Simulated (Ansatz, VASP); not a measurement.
TlRu2: VASP beside Ansatz

```
CELL_PARAMETERS angstrom
0.00000 3.09475 3.09475
3.09475 0.00000 3.09475
3.09475 3.09475 0.00000
ATOMIC_POSITIONS crystal
Tl 0.00000 0.00000 0.00000
Ru 0.25000 0.25000 0.25000
Ru 0.75000 0.75000 0.75000
```

Alike in both runs: functional PBE; k mesh 6 × 6 × 6; occupations gaussian, width 0.1 eV; no spin polarisation.

Ansatz relaxed the structure, and its values are those at the end. VASP's run is a single point on that final structure, the one shown.

|  | VASP | Ansatz |
| --- | --- | --- |
| version | VASP 6.6.1 | Ansatz 0.2.0 |
| potentials or method | VASP PAW PBE potentials, release 64 (Tl_d, Ru_pv), cutoff 520 eV | scalar-relativistic, plane waves, PAW |
| valence electrons in the cell | 41 | 45 |

|  | VASP | Ansatz | Ansatz less VASP |
| --- | --- | --- | --- |
| gap on the k mesh at the Fermi level (eV) | none | none | - |
| pressure (GPa) | -0.1 | -0.1 | 0.00 |

A gap of «none» marks a metal or a gap that the smearing closes. VASP's potentials hold 41 valence electrons a cell and Ansatz's 45, so a difference there can come from the potentials and not from the codes.

Spin-orbit coupling is off throughout.
